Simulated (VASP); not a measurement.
# YbBi in VASP: a series of runs

Runs on YbBi. Level: PBE+U. Tasks: single point.

All numbers are computed with VASP 6.6.1; they aren't measurements. Logs are shortened: lines on timing, memory, paths and dates and some standing lists are left out, and cuts for length are marked.

## (1) The cell of the first run

It takes space group Pm-3m (No. 221, cubic). Conventional cell: a = 3.978 Å, b = 3.978 Å, c = 3.978 Å, α = 90.00°, β = 90.00°, γ = 90.00°. Yb (site symmetry m-3m) has 8 Bi at 3.45 Å and 6 Yb at 3.98 Å within 4.5 Å. Bi (site symmetry m-3m) has 8 Yb at 3.45 Å and 6 Bi at 3.98 Å within 4.5 Å.

## (2) Single point, PBE+U, collinear spin, ferromagnetic start

Input file INCAR:

```
SYSTEM = YbBi
ALGO = Normal
EDIFF = 1E-7
ENCUT = 520
GGA = PE
ISIF = 2
ISMEAR = -5
ISPIN = 2
LASPH = .TRUE.
LCHARG = .TRUE.
LDAU = .TRUE.
LDAUJ = 0 0
LDAUL = 3 -1
LDAUPRINT = 1
LDAUTYPE = 2
LDAUU = 6 0
LELF = .TRUE.
LMAXMIX = 6
LORBIT = 11
LREAL = .FALSE.
LVHAR = .TRUE.
LWAVE = .FALSE.
MAGMOM = 1 0
NBANDS = 30
NELM = 150
PREC = Accurate
SIGMA = 0.1
```

Input file KPOINTS:

```
k-points
0
G
  8 8 8
  0 0 0
```

Input file POSCAR:

```
YbBi
1.0
    3.9782629517      0.0000000000      0.0000000000
    0.0000000000      3.9782629517      0.0000000000
    0.0000000000      0.0000000000      3.9782629517
Yb Bi
1 1
Direct
    0.0000000000      0.0000000000      0.0000000000
    0.5000000000      0.5000000000      0.5000000000
```

Potentials or basis: VASP PAW PBE potentials, release 64 (Yb, Bi_d).

The run is started by

```sh
cat potpaw_PBE.64/Yb/POTCAR potpaw_PBE.64/Bi_d/POTCAR > POTCAR
mpirun -np 1 vasp_std > vasp.out
```

OUTCAR:

```text
SYSTEM = YbBi
   EDIFF = 1E-7
   ENCUT = 520
   GGA = PE
   ISIF = 2
   ISMEAR = -5
   ISPIN = 2
   LASPH = .TRUE.
   LORBIT = 11
   LREAL = .FALSE.
   NELM = 150
   PREC = Accurate

 ion  position               nearest neighbor table
   1  0.000  0.000  0.000-   2 3.45   2 3.45   2 3.45   2 3.45   2 3.45   2 3.45   2 3.45   2 3.45

   2  0.500  0.500  0.500-   1 3.45   1 3.45   1 3.45   1 3.45   1 3.45   1 3.45   1 3.45   1 3.45

  LATTYP: Found a simple cubic cell.
 ALAT       =     3.9782629517

  Lattice vectors:

 A1 = (   3.9782629517,   0.0000000000,   0.0000000000)
 A2 = (   0.0000000000,   3.9782629517,   0.0000000000)
 A3 = (   0.0000000000,   0.0000000000,   3.9782629517)

Analysis of symmetry for initial positions (statically):
=====================================================================
 Subroutine PRICEL returns:
 Original cell was already a primitive cell.

 Routine SETGRP: Setting up the symmetry group for a
 simple cubic supercell.

 Subroutine GETGRP returns: Found 48 space group operations
 (whereof 48 operations were pure point group operations)
 out of a pool of 48 trial point group operations.

The static configuration has the point symmetry O_h .

Analysis of symmetry for dynamics (positions and initial velocities):
=====================================================================
 Subroutine PRICEL returns:
 Original cell was already a primitive cell.

 Routine SETGRP: Setting up the symmetry group for a
 simple cubic supercell.

 Subroutine GETGRP returns: Found 48 space group operations
 (whereof 48 operations were pure point group operations)
 out of a pool of 48 trial point group operations.

The dynamic configuration has the point symmetry O_h .

Analysis of structural, dynamic, and magnetic symmetry:
=====================================================================
 Subroutine PRICEL returns:
 Original cell was already a primitive cell.

 Routine SETGRP: Setting up the symmetry group for a
 simple cubic supercell.

 Subroutine GETGRP returns: Found 48 space group operations
 (whereof 48 operations were pure point group operations)
 out of a pool of 48 trial point group operations.

The overall configuration has the point symmetry O_h .

 Subroutine INISYM returns: Found 48 space group operations
 (whereof 48 operations are pure point group operations),
 and found     1 'primitive' translations

----------------------------------------------------------------------------------------

                                     Primitive cell

  volume of cell :      62.9623

  direct lattice vectors                    reciprocal lattice vectors
     3.978262952  0.000000000  0.000000000     0.251365989  0.000000000  0.000000000
     0.000000000  3.978262952  0.000000000     0.000000000  0.251365989  0.000000000
     0.000000000  0.000000000  3.978262952     0.000000000  0.000000000  0.251365989

  length of vectors
     3.978262952  3.978262952  3.978262952     0.251365989  0.251365989  0.251365989

  position of ions in fractional coordinates (direct lattice)
     0.000000000  0.000000000  0.000000000
     0.500000000  0.500000000  0.500000000

  ion indices of the primitive-cell ions
   primitive index   ion index
                 1           1
                 2           2

----------------------------------------------------------------------------------------

 KPOINTS: k-points

Automatic generation of k-mesh.
 Grid dimensions read from file:
 generate k-points for:    8    8    8

 Generating k-lattice:
[... 66 lines left out ...]
   EDIFFG = 0.1E-05   stopping-criterion for IOM
   NSW    =      0    number of steps for IOM
   IBRION =     -1    ionic relax: 0-MD 1-quasi-New 2-CG
   NFREE  =      0    steps in history (QN), initial steepest desc. (CG)
   ISIF   =      2    stress and relaxation
   ISYM   =      2    0-nonsym 1-usesym 2-fastsym
   POTIM  = 0.5000    time-step for ionic-motion
   TEBEG  =    0.0;   TEEND  =   0.0 temperature during run
   PSTRESS=    0.0 pullay stress
   NELECT =      39.0000    total number of electrons
   NUPDOWN=      -1.0000    fix difference up-down
   EMIN   =  10.00;   EMAX   =-10.00  energy-range for DOS
   EFERMI =   0.00;   METHOD = LEGACY
   ISMEAR =    -5;   SIGMA  =   0.10  broadening in eV -4-tet -1-fermi 0-gaus
   EFERMI_NEDOS =   21; number of points for ismear=-14 and -15
   IALGO  =     38    algorithm
   IMIX   =      4    mixing-type and parameters
     AMIX     =   0.40;   BMIX     =  1.00
     AMIX_MAG =   1.60;   BMIX_MAG =  1.00
  volume/ion in A,a.u.               =      31.48       212.45
  Fermi-wavevector in a.u.,A,eV,Ry     =   1.395520  2.637151 26.497039  1.947477
  Thomas-Fermi vector in A             =   2.518964
   LORBIT       =     11    0 simple, 1 ext, 2 COOP (PROOUT), +10 PAW based schemes
 LDA+U is selected, type is set to LDAUTYPE =  2
   angular momentum for each species LDAUL =     3   -1
   U (eV)           for each species LDAUU =   6.0  0.0
   J (eV)           for each species LDAUJ =   0.0  0.0
   GGA     = PE    functional components
   LHFCALC =     F    Hartree Fock is set to
   AEXX    =    0.0000 exact exchange contribution
   IVDW    =     0    specifies the selected vdW correction
   LEPSILON=     F    determine dielectric tensor
   LRPA    =     F    only Hartree local field effects (RPA)
 spin polarized calculation
 Fermi weights with tetrahedron method with Bloechl corrections
  energy-cutoff  :      520.00
  volume of cell :       62.96
 maximum number of plane-waves:      1743
 NGX is ok and might be reduce to    30
   NGX = 15   NGY = 15   NGZ = 15

 number of electron      39.0000037 magnetization      -0.2065357

atom =   1  type =  1  l = 3

 onsite density matrix

spin component  1

  0.9882  0.0000 -0.0016 -0.0000 -0.0000  0.0000 -0.0000
  0.0000  0.9842  0.0000  0.0000 -0.0000 -0.0000  0.0000
 -0.0016  0.0000  0.9890 -0.0000 -0.0000 -0.0000  0.0000
 -0.0000  0.0000 -0.0000  0.9869  0.0000  0.0000  0.0000
 -0.0000 -0.0000 -0.0000  0.0000  0.9890  0.0000  0.0016
  0.0000 -0.0000 -0.0000  0.0000  0.0000  0.9903 -0.0000
 -0.0000  0.0000  0.0000  0.0000  0.0016 -0.0000  0.9882

spin component  2

  0.9880  0.0000 -0.0017 -0.0000 -0.0000  0.0000 -0.0000
  0.0000  0.9847  0.0000  0.0000 -0.0000 -0.0000  0.0000
 -0.0017  0.0000  0.9889 -0.0000 -0.0000 -0.0000  0.0000
 -0.0000  0.0000 -0.0000  0.9867  0.0000  0.0000 -0.0000
 -0.0000 -0.0000 -0.0000  0.0000  0.9889  0.0000  0.0017
  0.0000 -0.0000 -0.0000  0.0000  0.0000  0.9902 -0.0000
 -0.0000  0.0000  0.0000 -0.0000  0.0017 -0.0000  0.9880

 occupancies and eigenvectors

  o =  0.9842  v = -0.0000  1.0000 -0.0000  0.0000  0.0000  0.0000 -0.0000  0.0000  0.0000  0.0000  0.0000  0.0000  0.0000  0.0000      0.0000  0.0000  0.0000  0.0000  0.0000  0.0000  0.0000  0.0000  0.0000  0.0000  0.0000  0.0000  0.0000  0.0000
  o =  0.9847  v =  0.0000  0.0000  0.0000  0.0000  0.0000  0.0000  0.0000 -0.0000  1.0000 -0.0000  0.0000 -0.0000  0.0000  0.0000      0.0000  0.0000  0.0000  0.0000  0.0000  0.0000  0.0000  0.0000  0.0000  0.0000  0.0000  0.0000  0.0000  0.0000
  o =  0.9867  v =  0.0000  0.0000  0.0000  0.0000  0.0000  0.0000  0.0000  0.7906  0.0000  0.6124  0.0000 -0.0034  0.0000  0.0044      0.0000  0.0000  0.0000  0.0000  0.0000  0.0000  0.0000  0.0000  0.0000  0.0000  0.0000  0.0000  0.0000  0.0000
  o =  0.9867  v =  0.0000  0.0000  0.0000  0.0000  0.0000  0.0000  0.0000 -0.0044 -0.0000 -0.0034  0.0000 -0.6124 -0.0000  0.7906      0.0000  0.0000  0.0000  0.0000  0.0000  0.0000  0.0000  0.0000  0.0000  0.0000  0.0000  0.0000  0.0000  0.0000
  o =  0.9867  v =  0.0000  0.0000  0.0000  0.0000  0.0000  0.0000  0.0000  0.0000  0.0000  0.0000 -1.0000 -0.0000  0.0000  0.0000      0.0000  0.0000  0.0000  0.0000  0.0000  0.0000  0.0000  0.0000  0.0000  0.0000  0.0000  0.0000  0.0000  0.0000
  o =  0.9869  v = -0.0000  0.0000 -0.0000 -1.0000  0.0000  0.0000 -0.0000  0.0000  0.0000  0.0000  0.0000  0.0000  0.0000  0.0000      0.0000  0.0000  0.0000  0.0000  0.0000  0.0000  0.0000  0.0000  0.0000  0.0000  0.0000  0.0000  0.0000  0.0000
  o =  0.9869  v =  0.7905  0.0000  0.6123 -0.0000 -0.0061  0.0000  0.0078  0.0000  0.0000  0.0000  0.0000  0.0000  0.0000  0.0000      0.0000  0.0000  0.0000  0.0000  0.0000  0.0000  0.0000  0.0000  0.0000  0.0000  0.0000  0.0000  0.0000  0.0000
  o =  0.9869  v = -0.0078  0.0000 -0.0061 -0.0000 -0.6123 -0.0000  0.7905  0.0000  0.0000  0.0000  0.0000  0.0000  0.0000  0.0000      0.0000  0.0000  0.0000  0.0000  0.0000  0.0000  0.0000  0.0000  0.0000  0.0000  0.0000  0.0000  0.0000  0.0000
  o =  0.9902  v =  0.0000  0.0000  0.0000  0.0000  0.0000  0.0000  0.0000 -0.6124  0.0000  0.7906 -0.0000 -0.0007  0.0000 -0.0005      0.0000  0.0000  0.0000  0.0000  0.0000  0.0000  0.0000  0.0000  0.0000  0.0000  0.0000  0.0000  0.0000  0.0000
  o =  0.9902  v =  0.0000  0.0000  0.0000  0.0000  0.0000  0.0000  0.0000  0.0005 -0.0000 -0.0007 -0.0000 -0.7906  0.0000 -0.6124      0.0000  0.0000  0.0000  0.0000  0.0000  0.0000  0.0000  0.0000  0.0000  0.0000  0.0000  0.0000  0.0000  0.0000
  o =  0.9902  v =  0.0000  0.0000  0.0000  0.0000  0.0000  0.0000  0.0000 -0.0000  0.0000  0.0000 -0.0000 -0.0000 -1.0000 -0.0000      0.0000  0.0000  0.0000  0.0000  0.0000  0.0000  0.0000  0.0000  0.0000  0.0000  0.0000  0.0000  0.0000  0.0000
  o =  0.9903  v = -0.0000 -0.0000  0.0000  0.0000  0.0000  1.0000  0.0000  0.0000  0.0000  0.0000  0.0000  0.0000  0.0000  0.0000      0.0000  0.0000  0.0000  0.0000  0.0000  0.0000  0.0000  0.0000  0.0000  0.0000  0.0000  0.0000  0.0000  0.0000
  o =  0.9903  v =  0.6124 -0.0000 -0.7906  0.0000 -0.0000  0.0000 -0.0000  0.0000  0.0000  0.0000  0.0000  0.0000  0.0000  0.0000      0.0000  0.0000  0.0000  0.0000  0.0000  0.0000  0.0000  0.0000  0.0000  0.0000  0.0000  0.0000  0.0000  0.0000
  o =  0.9903  v = -0.0000 -0.0000  0.0000  0.0000 -0.7906  0.0000 -0.6124  0.0000  0.0000  0.0000  0.0000  0.0000  0.0000  0.0000      0.0000  0.0000  0.0000  0.0000  0.0000  0.0000  0.0000  0.0000  0.0000  0.0000  0.0000  0.0000  0.0000  0.0000

 number of electron      39.0000038 magnetization       0.0017884

 Free energy of the ion-electron system (eV)
  ---------------------------------------------------
  ext. energy  EPLUGINS =         0.00000000
  ---------------------------------------------------
  free energy    TOTEN  =        -7.96331518 eV

  energy without entropy =       -7.96331518  energy(sigma->0) =       -7.96331518

 E-fermi :   4.7029     XC(G=0): -10.0361

 val. band max:        5.3078510608   @ k =   0.0000   0.0000   0.0000
 cond. band min:       4.5261318146   @ k =   0.5000   0.5000   0.0000
 fundamental gap:     -0.7817192462
 Fermi energy:         4.7028591219

 spin component 1

 k-point     1 :       0.0000    0.0000    0.0000
  band No.  band energies     occupation
      1     -45.8474      1.00000
      2     -18.3876      1.00000
      3     -18.3876      1.00000
      4     -18.3876      1.00000
      5     -17.5852      1.00000
      6     -17.5852      1.00000
[... 1577 lines left out ...]
     29      15.1025      0.00000
     30      15.2876      0.00000

 [... further k-points ...]

------------------------ aborting loop because EDIFF is reached ----------------------------------------

  FORCE on cell =-STRESS in cart. coord.  units (eV):
  Direction    XX          YY          ZZ          XY          YZ          ZX
  --------------------------------------------------------------------------------------
  -------------------------------------------------------------------------------------
  Total        0.0973201      0.0973201      0.0973201      0.0000000      0.0000000     -0.0000000
  in kB        2.4764683      2.4764683      2.4764683      0.0000000      0.0000000     -0.0000000
  external PRESSURE =       2.4764683 kB  Pullay stress =       0.0000000 kB

 VOLUME and BASIS-vectors are now :
 -----------------------------------------------------------------------------
  energy-cutoff  :      520.00
  volume of cell :       62.96
      direct lattice vectors                 reciprocal lattice vectors
     3.978262952  0.000000000  0.000000000     0.251365989  0.000000000  0.000000000
     0.000000000  3.978262952  0.000000000     0.000000000  0.251365989  0.000000000
     0.000000000  0.000000000  3.978262952     0.000000000  0.000000000  0.251365989

 POSITION                                       TOTAL-FORCE (eV/Angst)
 -----------------------------------------------------------------------------------
      0.00000      0.00000      0.00000         0.000000      0.000000      0.000000
      1.98913      1.98913      1.98913         0.000000      0.000000      0.000000
 -----------------------------------------------------------------------------------
    total drift:                                0.000000      0.000000     -0.000000

  FREE ENERGIE OF THE ION-ELECTRON SYSTEM (eV)
  ---------------------------------------------------
  free  energy   TOTEN  =        -7.9633151780 eV

  energy  without entropy=       -7.9633151780  energy(sigma->0) =       -7.96331518

 total charge

# of ion       s       p       d       f       tot
--------------------------------------------------
    1        2.117   6.034   0.243  13.824  22.218
    2        1.483   1.524   9.890   0.000  12.896
--------------------------------------------------
tot          3.600   7.558  10.132  13.824  35.114

 magnetization (x)

# of ion       s       p       d       f       tot
--------------------------------------------------
    1        0.000   0.000   0.000  -0.000   0.000
    2       -0.000  -0.000  -0.000   0.000  -0.000
--------------------------------------------------
tot         -0.000  -0.000   0.000  -0.000  -0.000
```

Run time: 18 min. Hardware: 1 thread of Intel Xeon 8259CL, shared host; peak memory 0.26 GiB.

What came out:

| Item | Value |
| --- | --- |
| Free energy | -7.9633 eV |
| Pressure | 0.2 GPa |
| Net moment | 0.00 μB per cell |
| Valence electrons inside the program's atomic spheres | Yb 22.22; Bi 12.90 |

Levels at points of the mesh, in eV from the Fermi level:
Spin up:
| k point | band 16 | band 17 | band 18 | band 19 | band 20 | band 21 | band 22 | band 23 |
| --- | --- | --- | --- | --- | --- | --- | --- | --- |
| (0.00, 0.00, 0.00) | -1.37 | -1.31 | 0.60 | 0.60 | 0.60 | 0.95 | 0.95 | 1.15 |
| (0.50, 0.00, 0.00) | -1.32 | -1.31 | -1.31 | 0.12 | 0.12 | 1.70 | 4.24 | 5.20 |
| (0.50, 0.50, 0.00) | -1.33 | -1.31 | -1.31 | -1.31 | -0.18 | 1.99 | 3.38 | 3.43 |
| (0.50, 0.50, 0.50) | -1.35 | -1.34 | -1.34 | -1.34 | -1.28 | 3.08 | 3.08 | 3.08 |
Spin down:
| k point | band 16 | band 17 | band 18 | band 19 | band 20 | band 21 | band 22 | band 23 |
| --- | --- | --- | --- | --- | --- | --- | --- | --- |
| (0.00, 0.00, 0.00) | -1.37 | -1.31 | 0.61 | 0.61 | 0.61 | 0.95 | 0.95 | 1.16 |
| (0.50, 0.00, 0.00) | -1.32 | -1.31 | -1.31 | 0.12 | 0.12 | 1.70 | 4.25 | 5.20 |
| (0.50, 0.50, 0.00) | -1.33 | -1.31 | -1.31 | -1.30 | -0.17 | 1.99 | 3.38 | 3.43 |
| (0.50, 0.50, 0.50) | -1.35 | -1.34 | -1.34 | -1.34 | -1.29 | 3.08 | 3.08 | 3.08 |

Eigenvalues of the final occupation matrices:
| site | spin | trace | eigenvalues |
| --- | --- | --- | --- |
| site 1 f | 1 | 6.92 | 0.98 0.99 0.99 0.99 0.99 0.99 0.99 |
| site 1 f | 2 | 6.92 | 0.98 0.99 0.99 0.99 0.99 0.99 0.99 |

Caveat: spin-orbit coupling is left out, which moves the levels of the heavy elements; tetrahedron occupations give inexact forces and stress in metals.

## (3) Single point, PBE+U, collinear spin, ferromagnetic start

Input file INCAR:

```
SYSTEM = YbBi
PREC = Accurate ; ENCUT = 520
EDIFF = 1E-7 ; ISMEAR = 0
SIGMA = 0.05 ; LREAL = .FALSE.
LASPH = .TRUE. ; NELM = 150
ALGO = Normal ; ISIF = 2
LWAVE = .FALSE. ; LCHARG = .FALSE.
ISPIN = 2 ; MAGMOM = 1 0
LORBIT = 11 ; LMAXMIX = 6
LDAU = .TRUE. ; LDAUTYPE = 2
LDAUL = 3 -1 ; LDAUU = 6 0
LDAUJ = 0 0 ; LDAUPRINT = 1
GGA = PE ; NBANDS = 30
```

Input file KPOINTS:

```
regular mesh
0
G
  8 8 8
  0 0 0
```

POSCAR is that of step 2.

Potentials or basis: VASP PAW PBE potentials, release 64 (Yb, Bi_d).

The run is started by

```sh
cat potpaw_PBE.64/Yb/POTCAR potpaw_PBE.64/Bi_d/POTCAR > POTCAR
mpirun -np 1 vasp_std > vasp.out
```

Wall time 13 min (1 thread of Intel Xeon 8259CL, shared host); peak memory 0.25 GiB.

Results (log left out):

```yaml
Free_energy: -7.9787 eV
Pressure: -0.1 GPa
Net_moment: 0.00 μB per cell
Valence_electrons_inside_the_program's_atomic_spheres: Yb 22.21; Bi 12.89
```

Levels at points of the mesh, in eV from the Fermi level:
Spin up:
| k point | band 17 | band 18 | band 19 | band 20 | band 21 | band 22 |
| --- | --- | --- | --- | --- | --- | --- |
| (0.00, 0.00, 0.00) | -1.38 | 0.55 | 0.55 | 0.55 | 0.90 | 0.90 |
| (0.50, 0.00, 0.00) | -1.40 | -1.39 | 0.08 | 0.08 | 1.65 | 4.20 |
| (0.50, 0.50, 0.00) | -1.40 | -1.40 | -1.39 | -0.23 | 1.95 | 3.33 |
| (0.50, 0.50, 0.50) | -1.42 | -1.42 | -1.42 | -1.35 | 3.03 | 3.03 |
Spin down:
```tsv
k point	band 16	band 17	band 18	band 19	band 20	band 21	band 22	band 23
(0.00, 0.00, 0.00)	-1.46	-1.38	0.55	0.55	0.55	0.90	0.90	1.10
(0.50, 0.00, 0.00)	-1.40	-1.40	-1.39	0.08	0.08	1.65	4.20	5.15
(0.50, 0.50, 0.00)	-1.42	-1.40	-1.40	-1.39	-0.23	1.95	3.33	3.38
(0.50, 0.50, 0.50)	-1.43	-1.42	-1.42	-1.42	-1.35	3.03	3.03	3.03
```

Eigenvalues of the final occupation matrices:
| site | spin | trace | eigenvalues |
| --- | --- | --- | --- |
| site 1 f | 1 | 6.91 | 0.98 0.99 0.99 0.99 0.99 0.99 0.99 |
| site 1 f | 2 | 6.91 | 0.98 0.99 0.99 0.99 0.99 0.99 0.99 |

Caveat: spin-orbit coupling is left out, which moves the levels of the heavy elements. The state reached can hang on the start; a lower one may exist.

## (4) Single point, PBE+U, collinear spin, zero start (32.11 Å³/atom)

This run uses another cell than the first one, of 32.11 Å³/atom.

Input file INCAR:

```
ALGO = Normal
EDIFF = 1E-6
ENCUT = 520
GGA = PE
ISIF = 2
ISMEAR = 0
ISPIN = 2
LASPH = T
LCHARG = F
LDAU = T
LDAUJ = 0 0
LDAUL = 3 -1
LDAUPRINT = 1
LDAUTYPE = 2
LDAUU = 6 0
LMAXMIX = 6
LORBIT = 11
LREAL = F
LWAVE = F
MAGMOM = 0 0
NBANDS = 30
NELM = 150
PREC = Accurate
SIGMA = 0.05
```

Input file KPOINTS:

```
k-points
0
Gamma
  8 8 8
```

Input file POSCAR:

```
YbBi
1.0
    4.0046098318      0.0000000000      0.0000000000
    0.0000000000      4.0046098318      0.0000000000
    0.0000000000      0.0000000000      4.0046098318
Yb Bi
1 1
Direct
    0.0000000000      0.0000000000      0.0000000000
    0.5000000000      0.5000000000      0.5000000000
```

The run is started by

```sh
cat potpaw_PBE.64/Yb/POTCAR potpaw_PBE.64/Bi_d/POTCAR > POTCAR
mpirun -np 1 vasp_std > vasp.out
```

Wall time 4.4 min (1 thread of Intel Xeon 8259CL, shared host); peak memory 0.25 GiB.

Results (log left out):

```
Free energy                                           : -7.9751 eV
Pressure                                              : -1.1 GPa
Net moment                                            : 0.00 μB per cell
Valence electrons inside the program's atomic spheres : Yb 22.20; Bi 12.88
```

Levels at points of the mesh, in eV from the Fermi level:
Spin up:
```
           k point  band 17  band 18  band 19  band 20  band 21  band 22
(0.00, 0.00, 0.00)    -1.38     0.54     0.54     0.54     0.95     0.95
(0.50, 0.00, 0.00)    -1.39    -1.39     0.09     0.09     1.69     4.09
(0.50, 0.50, 0.00)    -1.39    -1.39    -1.39    -0.21     1.90     3.28
(0.50, 0.50, 0.50)    -1.42    -1.42    -1.42    -1.35     2.99     2.99
```
Spin down:
```csv
k point,band 15,band 16,band 17,band 18,band 19,band 20,band 21,band 22,band 23,band 24
"(0.00, 0.00, 0.00)",-1.45,-1.45,-1.38,0.54,0.54,0.54,0.95,0.95,0.99,4.98
"(0.50, 0.00, 0.00)",-1.44,-1.39,-1.39,-1.39,0.09,0.09,1.69,4.09,5.12,5.65
"(0.50, 0.50, 0.00)",-1.44,-1.41,-1.39,-1.39,-1.39,-0.21,1.90,3.28,3.38,3.38
"(0.50, 0.50, 0.50)",-1.43,-1.43,-1.42,-1.42,-1.42,-1.35,2.99,2.99,2.99,4.73
```

Eigenvalues of the final occupation matrices:
```csv
site,spin,trace,eigenvalues
site 1 f,1,6.91,0.98 0.99 0.99 0.99 0.99 0.99 0.99
site 1 f,2,6.91,0.98 0.99 0.99 0.99 0.99 0.99 0.99
```

Caveat: no moment was typed at the start, so none could form; spin-orbit coupling is left out, which moves the levels of the heavy elements.

(Part 1 of 2 ends here.)
